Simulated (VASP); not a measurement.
Write the native input for VASP 6.6.1 that does the following.

| Quantity | Value |
| --- | --- |
| Task | single point |
| Functional | PBE |
| Potentials or basis | VASP PAW PBE potentials, release 64 (Mn_pv, S) |
| Cutoff | 520 eV |
| k mesh | 10 × 10 × 10 |
| Occupations | gaussian, width 0.05 eV |
| Spin | no spin polarisation |
| Dipole correction | no |
| Further INCAR settings | ALGO = Normal; EDIFF = 1e-07; NBANDS = 16 |

The structure of MnS (Browneite) lies in POSCAR:

```
MnS
1.0
    0.0000000000      2.5052354536      2.5052354536
    2.5052354536      0.0000000000      2.5052354536
    2.5052354536      2.5052354536      0.0000000000
Mn S
1 1
Direct
    0.0000000000      0.0000000000      0.0000000000
    0.2500000000      0.2500000000      0.2500000000
```

This cell differs from its parent crystal: volume scaled by 1.020.

These files were run (other wordings do the same):

INCAR

```
SYSTEM = MnS
PREC = Accurate ; ENCUT = 520
EDIFF = 1E-7 ; ISMEAR = 0
SIGMA = 0.05 ; LREAL = .False.
LASPH = .True. ; NELM = 80
ALGO = Normal ; ISIF = 2
LWAVE = .False. ; LCHARG = .True.
GGA = PE ; LELF = .True.
LVHAR = .True. ; NBANDS = 16
```

KPOINTS

```
regular mesh
0
Gamma
  10 10 10
  0 0 0
```

Potentials or basis: VASP PAW PBE potentials, release 64 (Mn_pv, S).

Run with:

```console
$ cat potpaw_PBE.64/Mn_pv/POTCAR potpaw_PBE.64/S/POTCAR > POTCAR
$ mpirun -np 1 vasp_std > vasp.out
```

It gave:

The pressure is -2.3 GPa.

Caveat: the run has no spin polarisation, though such a crystal can be magnetic.

It took 79 s on 1 thread of AMD EPYC 7R13, with other jobs on the host, peak memory 0.14 GiB.
